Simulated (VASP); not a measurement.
Runs of VASP 6.6.1 on TiO. The structure is that of space group P-6m2 (No. 187), or close to it. The cells are those of the table. 

| task | spin | cell | k mesh | cutoff (eV) | smearing | gap on the mesh (eV) | pressure (GPa) |
| --- | --- | --- | --- | --- | --- | --- | --- |
| relaxation of cell and atoms | off | relaxed from a = 3.031, b = 3.031, c = 3.238 Å, angles 90.0, 90.0, 120.0°, 2 atoms | 6 × 6 × 6 | 600 | gaussian 0.1 eV | none | -0.2 |
| single point | off | a = 2.804, b = 2.804, c = 2.819 Å, angles 90.0, 90.0, 120.0°, 2 atoms | 18 × 18 × 14 | 520 | gaussian 0.1 eV | none | 1.8 |
| single point | off | a = 2.802, b = 2.802, c = 2.822 Å, angles 90.0, 90.0, 120.0°, 2 atoms | 6 × 6 × 6 | 520 | gaussian 0.1 eV | none | 1.8 |
| single point | collinear, ferromagnetic start | a = 3.031, b = 3.031, c = 3.238 Å, angles 90.0, 90.0, 120.0°, 2 atoms | 6 × 6 × 6 | 520 | gaussian 0.1 eV | (a) | -39.2 |
| relaxation of shape and atoms at fixed volume | off | relaxed from a = 2.775, b = 2.775, c = 2.790 Å, angles 90.0, 90.0, 120.0°, 2 atoms | 18 × 18 × 14 | 600 | gaussian 0.1 eV | none | 10.0 |
| single point | off | a = 2.804, b = 2.804, c = 2.819 Å, angles 90.0, 90.0, 120.0°, 2 atoms | 30 × 30 × 24 | 520 | gaussian 0.15 eV | none | 1.8 |

Alike in all rows: level r2SCAN; potentials or basis VASP PAW PBE potentials, release 64 (Ti_sv, O).

**Question.** Fill in the values left out.

**Answer.** (a) 0.17.

Caveats: some runs use coarse meshes; the PAW data sets were made with another functional, which shifts forces and pressure a little; semilocal functionals often make such compounds metallic where correlation or magnetic order opens a gap, which also shifts bond lengths (some runs).

A k mesh can miss the band edges.

A gap of «none» marks levels without a gap at the run's occupations.
